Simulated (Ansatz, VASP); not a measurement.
# Two plane-wave programs on BN

```xyz
8
Lattice="0.0000 0.0000 4.3377 2.5077 3.3395 2.1688 -2.5077 3.3395 2.1688" Properties=species:S:1:pos:R:3 pbc="T T T"
B     1.2538    3.3395    4.3381
B    -1.2538    3.3395    4.3381
B     0.0000    3.3395    2.1693
B     2.5077    3.3395    2.1693
N     1.3246    3.4102    2.8915
N    -1.2538    3.3395    2.8915
N     0.0000    3.3395    5.0603
N     0.0000    0.0000    2.8915
```

Alike in both runs: task single point; functional PBE; dispersion D3(BJ); k mesh 6 × 6 × 6; occupations gaussian, width 0.05 eV; no spin polarisation.

```csv
,VASP,Ansatz
version,VASP 6.6.1,Ansatz 0.2.0
potentials or method,"VASP PAW PBE potentials, release 64 (B, N), cutoff 520 eV","scalar-relativistic, plane waves, PAW"
valence electrons in the cell,32,32
```

Ansatz gave:

```
gap on the k mesh at the Fermi level (eV)                     : 3.62
least direct gap on the mesh (eV)                             : 3.88
pressure (GPa)                                                : 0.4
traceless stress, the component that is largest in VASP (GPa) : -1.94
rms of the force components (eV/Å)                            : 0.908
```

Task: Estimate VASP's values.

Result: gap on the k mesh at the Fermi level (eV): 3.61; least direct gap on the mesh (eV): 3.87; pressure (GPa): 0.4; traceless stress, the component that is largest in VASP (GPa): -1.94; rms of the force components (eV/Å): 0.907.

Atom by atom the forces differ by 0.002 eV/Å (rms over components).
